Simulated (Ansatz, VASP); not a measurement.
## KCl: VASP beside Ansatz

```
K Cl
1.0
    -0.03156    3.14032    3.14032
     3.14032   -0.03156    3.14032
     3.14032    3.14032   -0.03156
K Cl
1 1
Cartesian
  0.0000 0.0000 0.0000
  3.1245 3.1245 3.1245
```

Change from the starting cell: equal xy, yz and zx shear strains of -1 %, crystal datasets.

Alike in both runs: task electric field gradients; functional LDA; k mesh 7 × 7 × 7; occupations fermi-dirac, width 0.03 eV; no spin polarisation.

|  | VASP | Ansatz |
| --- | --- | --- |
| version | VASP 6.6.1 | Ansatz 0.2.0 |
| potentials or method | VASP PAW LDA potentials, release 64 (K_sv, Cl), cutoff 520 eV | all-electron PAW with datasets made for the crystal, scalar-relativistic |

|  | VASP | Ansatz | Ansatz less VASP |
| --- | --- | --- | --- |
| gap on the k mesh at the Fermi level (eV) | 4.70 | 4.69 | -0.004 |
| pressure (GPa) | -2.0 | -2.1 | -0.04 |
| traceless stress, the component that is largest in VASP (GPa) | 0.07 | 0.07 | +0.001 |
| size of Vzz on the site where it differs most (V/Å²) | 1.4 | 1.4 | +0.04 |

LDA's correlation is that of Perdew and Zunger in VASP and of Perdew and Wang (1992) in Ansatz. Ansatz ran all-electron here, and VASP with PAW potentials.
